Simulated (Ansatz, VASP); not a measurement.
**W: VASP beside Ansatz**

Contents of INCAR:

```
ALGO = Fast
EDIFF = 1E-7
ENCUT = 520
GGA = PS
ISIF = 2
ISMEAR = 0
LASPH = T
LCHARG = T
LELF = T
LREAL = F
LVHAR = T
LWAVE = F
NBANDS = 13
NELM = 60
PREC = Accurate
SIGMA = 0.15
```

Contents of KPOINTS:

```
k-points
0
Gamma
  20 20 20
```

File POSCAR:

```
W
1.0
   -1.6372325000      1.6372325000      1.5174350000
    1.6372325000     -1.6372325000      1.5174350000
    1.6372325000      1.6372325000     -1.5174350000
W
1
Direct
    0.0000000000      0.0000000000      0.0000000000
```

Input for Ansatz:

```yaml
crystal:
  lattice:
    - [-1.6372325, 1.6372325, 1.517435]
    - [1.6372325, -1.6372325, 1.517435]
    - [1.6372325, 1.6372325, -1.517435]
  atoms:
    - { symbol: W, position: [0.0, 0.0, 0.0] }
basis:
  ecutwfc: 420
kpoints:
  mp_grid: { grid: [20, 20, 20] }
hamiltonian:
  xc: pbesol
scf:
  occupations: { method: gaussian, width: 0.15 }
output:
  forces: true
  stress: true
  eigenvalues: true
```

Change from the starting cell: strain +0.025 along x and y, -0.050 along z, atoms carried along.

Alike in both runs: task single point; functional PBEsol; k mesh 20 × 20 × 20; occupations gaussian, width 0.15 eV; no spin polarisation.

|  | VASP | Ansatz |
| --- | --- | --- |
| version | VASP 6.6.1 | Ansatz 0.2.0 |
| potentials or method | VASP PAW PBE potentials, release 64 (W_sv), cutoff 520 eV | scalar-relativistic, plane waves, PAW |
| valence electrons in the cell | 14 | 14 |

VASP gave:

- gap on the k mesh at the Fermi level (eV): none
- pressure (GPa): -9.4
- traceless stress, the component that is largest in VASP (GPa): 16.00

Which values does Ansatz return?

gap on the k mesh at the Fermi level (eV): none; pressure (GPa): -9.9; traceless stress, the component that is largest in VASP (GPa): 15.99.

VASP's potentials were made for PBE, not for PBEsol. A gap of «none» marks a metal or a gap that the smearing closes.

Spin-orbit coupling is off throughout.
